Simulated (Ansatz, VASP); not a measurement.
# Pt in VASP and in Ansatz

```
Pt
1.0
     0.00000   -1.98496   -1.98496
     0.00000    1.98496   -1.98496
     3.96993    0.00000    0.00000
Pt
2
Direct
  0.52398 0.47602 0.50000
  0.97602 0.02398 0.00000
```

Change from the starting cell: mode 4 frozen in at -0.095 Å and mode 5 at +0.000 Å (largest displacements).

Alike in both runs: task single point; functional PBE; k mesh 16 × 16 × 12; occupations gaussian, width 0.15 eV; no spin polarisation.

```csv
,VASP,Ansatz
version,VASP 6.6.1,Ansatz 0.2.0
potentials or method,"VASP PAW PBE potentials, release 64 (Pt), cutoff 520 eV","scalar-relativistic, plane waves, PAW"
valence electrons in the cell,20,36
```

Ansatz gave:

| Item | Value |
| --- | --- |
| gap on the k mesh at the Fermi level (eV) | none |
| pressure (GPa) | 2.3 |
| traceless stress, the component that is largest in VASP (GPa) | -2.33 |
| rms of the force components (eV/Å) | 0.580 |

Problem. What did VASP give for the same quantities?

Solution. gap on the k mesh at the Fermi level (eV): none; pressure (GPa): 1.9; traceless stress, the component that is largest in VASP (GPa): -2.29; rms of the force components (eV/Å): 0.575.

Atom by atom the forces differ by 0.005 eV/Å (rms over components). A gap of «none» marks a metal or a gap that the smearing closes. VASP's potentials hold 20 valence electrons a cell and Ansatz's 36, so a difference there can come from the potentials and not from the codes.

Spin-orbit coupling is off throughout.
